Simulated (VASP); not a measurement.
A run of VASP 6.6.1:

File POSCAR:

```
GaN
1.0
    0.0000000000      2.0452597773      2.0452597773
    2.0452597773      0.0000000000      2.0452597773
    2.0452597773      2.0452597773      0.0000000000
Ga N
1 1
Direct
    0.0000000000      0.0000000000      0.0000000000
    0.5000000000      0.5000000000      0.5000000000
```

File INCAR.step1:

```
  PREC = Accurate
  ENCUT = 520
  ISMEAR = 0
  SIGMA = 0.01
  LREAL = False
  LASPH = True
  NELM = 100
  NBANDS = 16
  GGA = PE
  ALGO = Normal
  EDIFF = 1E-4
  LWAVE = True
  LCHARG = False
```

The input INCAR.step2:

```
  PREC = Accurate
  ENCUT = 520
  EDIFF = 1E-6
  ISMEAR = 0
  SIGMA = 0.01
  LREAL = False
  LASPH = True
  NELM = 100
  ALGO = Normal
  ISIF = 2
  LWAVE = False
  LCHARG = False
  METAGGA = R2SCAN
  LMIXTAU = True
  NBANDS = 16
  ISTART = 1
```

KPOINTS

```
Automatic mesh
0
Gamma
  10 10 10
```

Potentials or basis: VASP PAW PBE potentials, release 64 (Ga_d, N).

Run with:

```console
$ cat potpaw_PBE.64/Ga_d/POTCAR potpaw_PBE.64/N/POTCAR > POTCAR
$ cp INCAR.step1 INCAR
$ mpirun -np 1 vasp_std > vasp.out
$ cp INCAR.step2 INCAR
$ mpirun -np 1 vasp_std > vasp.out
```

Hardware: 1 thread of AMD EPYC 7R13, on a shared host.

Problem. Estimate the wall time of this run.

Solution. Wall time 2.3 min on 1 thread of AMD EPYC 7R13 (shared host), peak memory 0.12 GiB. Counts: k points 47.
